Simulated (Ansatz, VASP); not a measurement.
# Two plane-wave programs on TaS2

```
CELL_PARAMETERS angstrom
3.35000 0.00000 0.00000
-1.67500 2.90119 0.00000
0.00000 0.00000 5.86000
ATOMIC_POSITIONS crystal
Ta 0.00000 0.00000 0.00000
S 0.33333 0.66667 0.25000
S 0.66667 0.33333 0.75000
```

Alike in both runs: task single point; functional r2SCAN; k mesh 7 × 7 × 3; occupations gaussian, width 0.05 eV; collinear spin; Hubbard terms Ta d U = 3.0 eV.

|  | VASP | Ansatz |
| --- | --- | --- |
| version | VASP 6.6.1 | Ansatz 0.2.0 |
| potentials or method | VASP PAW PBE potentials, release 64 (Ta_pv, S), cutoff 550 eV | scalar-relativistic, plane waves, PAW |
| valence electrons in the cell | 23 | 25 |

```tsv
	VASP	Ansatz	Ansatz less VASP
gap on the k mesh at the Fermi level (eV)	none	none	-
pressure (GPa)	11.4	11.1	-0.29
traceless stress, the component that is largest in VASP (GPa)	0.42	-0.68	-1.090
rms of the force components (eV/Å)	0.600	0.487	-0.1127
net moment per atom (μB)	0.06	0.27	+0.210
size of the moment on the site where the two differ most (μB)	0.15	0.46	+0.312
```

The net moments are unlike, so the other rows may belong to different states. VASP's potentials were made for PBE, not for r2SCAN. Site moments also hang on the region over which each program counts them. The programs project onto different local orbitals, so the same U acts differently, and such runs can settle in different states. Atom by atom the forces differ by 0.113 eV/Å (rms over components). A gap of «none» marks a metal or a gap that the smearing closes. VASP's potentials hold 23 valence electrons a cell and Ansatz's 25, so a difference there can come from the potentials and not from the codes. Ansatz's warnings: filled band counts differ across k points, stability check not made.

Neither program's run includes spin-orbit coupling.
